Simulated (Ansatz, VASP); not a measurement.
## Two plane-wave programs on SnTe

Contents of POSCAR:

```
SnTe
1.0
    3.9047000000      0.0000000000      0.0000000000
    0.0000000000      3.9047000000      0.0000000000
    0.0000000000      0.0000000000      3.9047000000
Te Sn
1 1
Direct
    0.5000000000      0.5000000000      0.5000000000
    0.0000000000      0.0000000000      0.0000000000
```

The input INCAR.step1:

```
PREC = Accurate
ENCUT = 600
EDIFF = 1E-5
ISMEAR = -1
SIGMA = 0.05
LREAL = F
LASPH = T
NELM = 100
ALGO = Normal
LWAVE = T
LCHARG = F
GGA = PE
NBANDS = 17
```

File INCAR.step2:

```
PREC = Accurate
ENCUT = 600
EDIFF = 1E-6
ISMEAR = -1
SIGMA = 0.05
LREAL = F
LASPH = T
NELM = 100
ALGO = Normal
ISIF = 3
LWAVE = F
LCHARG = F
GGA = PS
LHFCALC = T
AEXX = 0.25
PRECFOCK = Normal
IBRION = 2
NSW = 60
EDIFFG = -0.01
ISTART = 1
```

File KPOINTS:

```
regular mesh
0
Gamma
  4 4 4
```

input

```
crystal:
  lattice:
    - [3.9047, 0.0, 0.0]
    - [0.0, 3.9047, 0.0]
    - [0.0, 0.0, 3.9047]
  atoms:
    - { symbol: Te, position: [0.5, 0.5, 0.5] }
    - { symbol: Sn, position: [0.0, 0.0, 0.0] }
hamiltonian:
  xc: { exchange: pbesol, correlation: pbesol, exx: { coeff: 0.25 } }
  pseudopotentials: { kind: paw }
kpoints:
  mp_grid: { grid: [4, 4, 4] }
scf:
  occupations: { method: fermi_dirac, width: 0.05 }
output:
  forces: true
  stress: true
  eigenvalues: true
  write_density: true
  write_potential: true
  elf: true
  volumetric_format: npy
relax:
  f_tol: 0.01
  max_steps: 40
  cell: { stress_tol: 0.05 }
```

Alike in both runs: task relaxation of cell and atoms; functional PBEsol-based global hybrid with a share of 0.25 of exact exchange; k mesh 4 × 4 × 4; occupations fermi-dirac, width 0.05 eV; no spin polarisation.

```csv
,VASP,Ansatz
version,VASP 6.6.1,Ansatz 0.2.0
potentials or method,"VASP PAW PBE potentials, release 64 (Te, Sn_d)",Ansatz PAW
plane-wave cutoff (eV),600,420
valence electrons in the cell,20,30
```

VASP gave:

| Item | Value |
| --- | --- |
| gap on the k mesh at the Fermi level, each at its own relaxed structure (eV) | none |
| relaxed volume (Å³/atom) | 27.11 |
| relaxed length of the cell vector where the two differ most in proportion (Å) | 3.785 |

**Question.** Which values does Ansatz return?

**Answer.** gap on the k mesh at the Fermi level, each at its own relaxed structure (eV): none; relaxed volume (Å³/atom): 28.38; relaxed length of the cell vector where the two differ most in proportion (Å): 3.843.

VASP's potentials were made for PBE, not for PBEsol-based global hybrid. A gap of «none» marks a metal or a gap that the smearing closes. VASP's potentials hold 20 valence electrons a cell and Ansatz's 30, so a difference there can come from the potentials and not from the codes.

The k mesh is coarse, so the values compare programs but aren't converged. Neither program's run includes spin-orbit coupling. Noted on Ansatz's run: the plane-wave basis is chosen anew once the cell has moved, so the energies of steps on either side of that aren't comparable.
